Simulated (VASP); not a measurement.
A run of VASP 6.6.1 is set up as follows.

POSCAR

```
HfO2
1.0
    0.0000000000      2.6853750000      2.5575000000
    2.6853750000      0.0000000000      2.5575000000
    2.6853750000      2.6853750000      0.0000000000
Hf O
1 2
Direct
    0.0000000000      0.0000000000      0.0000000000
    0.2500000000      0.2500000000      0.2500000000
    0.7500000000      0.7500000000      0.7500000000
```

Contents of INCAR.step1:

```
PREC = Accurate
ENCUT = 520
ISMEAR = 0
SIGMA = 0.05
LREAL = False
LASPH = True
NELM = 60
NBANDS = 18
GGA = PE
ALGO = Normal
EDIFF = 1E-4
LWAVE = True
LCHARG = False
```

INCAR.step2

```
PREC = Accurate
ENCUT = 520
EDIFF = 1E-7
ISMEAR = 0
SIGMA = 0.05
LREAL = False
LASPH = True
NELM = 60
ALGO = Normal
ISIF = 2
LWAVE = False
LCHARG = True
METAGGA = R2SCAN
LMIXTAU = True
LELF = True
LVHAR = True
NBANDS = 18
ISTART = 1
```

Contents of KPOINTS:

```
Automatic mesh
0
Gamma
  8 8 8
```

Potentials or basis: VASP PAW PBE potentials, release 64 (Hf_pv, O).

The run is started by

```sh
$ cat potpaw_PBE.64/Hf_pv/POTCAR potpaw_PBE.64/O/POTCAR > POTCAR
$ cp INCAR.step1 INCAR
$ mpirun -np 1 vasp_std > vasp.out
$ cp INCAR.step2 INCAR
$ mpirun -np 1 vasp_std > vasp.out
```

Task: What does it give for the band gap on the k mesh?

Result: 3.49 eV (least direct gap 3.53 eV).

Task: Predict the pressure.

Result: -29.6 GPa.

Stress tensor (GPa, compression positive):
```
-36.38   0.00   0.00
  0.00 -36.38   0.00
  0.00   0.00 -16.02
```

Caveat: the cell differs from its parent crystal (strain +0.050 along x and y, +0.000 along z); the cell stands under tension; the PAW data sets were made with another functional, which shifts forces and pressure a little; spin-orbit coupling is left out, which moves the levels of the heavy elements. A k mesh can miss the band edges.
